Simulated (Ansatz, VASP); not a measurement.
**Se in VASP and in Ansatz**

```xyz
2
Lattice="-2.8244 2.8244 1.3503 2.8244 -2.8244 1.3503 2.8244 2.8244 -1.3503" Properties=species:S:1:pos:R:3 pbc="T T T"
Se    0.0000    0.0000    0.0000
Se    0.0000    2.8244    0.6752
```

Alike in both runs: functional PBEsol; k mesh 16 × 16 × 16; occupations gaussian, width 0.1 eV; no spin polarisation.

Ansatz relaxed the structure, and its values are those at the end. VASP's run is a single point on that final structure, the one shown.

```csv
,VASP,Ansatz
version,VASP 6.6.1,Ansatz 0.2.0
potentials or method,"VASP PAW PBE potentials, release 64 (Se), cutoff 520 eV","scalar-relativistic, plane waves, PAW"
valence electrons in the cell,12,32
```

Ansatz gave:

* gap on the k mesh at the Fermi level (eV): none
* pressure (GPa): 0.0

Task: What did VASP give for the same quantities?

Result: gap on the k mesh at the Fermi level (eV): none; pressure (GPa): 0.1.

VASP's potentials were made for PBE, not for PBEsol. A gap of «none» marks a metal or a gap that the smearing closes. VASP's potentials hold 12 valence electrons a cell and Ansatz's 32, so a difference there can come from the potentials and not from the codes.
